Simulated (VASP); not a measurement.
**Pb: single point with PBE+D3(BJ)**

The system is Pb.

```xyz
2
Lattice="3.2748 0.0000 0.0000 -1.6374 2.8361 0.0000 0.0000 0.0000 6.3125" Properties=species:S:1:pos:R:3 pbc="T T T"
Pb    0.0000    1.8907    1.5781
Pb    1.6374    0.9454    4.7344
```

This isn't the form of Pb at room conditions, which is fcc.

This cell differs from its parent crystal: ratio of the length along z to the lengths across it x 1.2, volume and fractional coordinates fixed.

```json
{
  "Program": "VASP 6.6.1",
  "Task": "single point",
  "Functional": "PBE",
  "Dispersion": "D3(BJ)",
  "Potentials or basis": "VASP PAW PBE potentials, release 64 (Pb_d)",
  "Cutoff": "520 eV",
  "k mesh": "18 × 18 × 10",
  "Occupations": "gaussian, width 0.15 eV",
  "Spin": "no spin polarisation"
}
```

```
Pressure                   : 3.1 GPa
Band gap on the k mesh     : zero (bands 14 and 15 overlap by 6.60 eV)
Dispersion energy per atom : -0.425 eV
```

Stress tensor (GPa, compression positive):
```
 6.00  0.00  0.00
 0.00  6.00  0.00
 0.00  0.00 -2.61
```

Levels at points of the mesh, in eV from the Fermi level:
| k point | band 12 | band 13 | band 14 | band 15 | band 16 | band 17 |
| --- | --- | --- | --- | --- | --- | --- |
| (0.00, 0.00, 0.00) | -9.61 | -4.65 | 4.47 | 7.80 | 7.80 | 8.51 |
| (0.50, 0.00, 0.00) | -6.87 | -3.63 | -2.65 | -0.31 | 1.70 | 3.43 |
| (0.00, 0.00, 0.50) | -11.17 | -0.99 | -0.99 | 8.41 | 8.41 | 8.41 |
| (0.50, 0.00, 0.50) | -7.22 | -3.91 | -3.91 | 2.61 | 2.61 | 4.41 |

It took 120 s on 1 thread of AMD EPYC 9R14 (Zen 4), with other jobs on the host, peak memory 0.31 GiB.

Caveat: the cell stands under pressure; spin-orbit coupling is left out, which moves the levels of the heavy elements.
